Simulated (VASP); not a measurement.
A run of VASP 6.6.1:

The input POSCAR:

```
AlGaN2
1.0
    3.1385264188      0.0000000000      0.0000000000
    0.0000000000      3.1385264188      0.0000000000
    0.0000000000      0.0000000000      8.8447134538
Al Ga N
2 2 4
Direct
    0.5000000000      0.5000000000      0.2500000000
    0.5000000000      0.5000000000      0.7500000000
    0.0000000000      0.0000000000     -0.0018830353
    0.0000000000      0.0000000000      0.5018830353
    0.5000000000      0.0000000000      0.3610619436
    0.5000000000      0.0000000000      0.8780212268
    0.0000000000      0.5000000000      0.1389380564
    0.0000000000      0.5000000000      0.6219787732
```

INCAR.step1

```
PREC = Accurate
ENCUT = 520
ISMEAR = 0
SIGMA = 0.05
LREAL = False
LASPH = True
NELM = 100
NBANDS = 36
GGA = PE
ALGO = Normal
EDIFF = 1E-4
LWAVE = True
LCHARG = False
```

INCAR.step2

```
PREC = Accurate
ENCUT = 520
EDIFF = 1E-6
ISMEAR = 0
SIGMA = 0.05
LREAL = False
LASPH = True
NELM = 100
ALGO = Normal
ISIF = 2
LWAVE = False
LCHARG = True
METAGGA = R2SCAN
LMIXTAU = True
LELF = True
LVHAR = True
NBANDS = 36
ISTART = 1
```

The input KPOINTS:

```
Automatic mesh
0
Gamma
  8 8 4
```

Potentials or basis: VASP PAW PBE potentials, release 64 (Al, Ga_d, N).

Launch:

```console
$ cat potpaw_PBE.64/Al/POTCAR potpaw_PBE.64/Ga_d/POTCAR potpaw_PBE.64/N/POTCAR > POTCAR
$ cp INCAR.step1 INCAR
$ mpirun -np 1 vasp_std > vasp.out
$ cp INCAR.step2 INCAR
$ mpirun -np 1 vasp_std > vasp.out
```

Hardware: 1 thread of AMD EPYC 7R13, with other jobs on the host.

Question: Estimate the wall time of this run.

Answer: It took 15 min on 1 thread of AMD EPYC 7R13 (shared host), peak memory 0.25 GiB. Counts: k points 45.
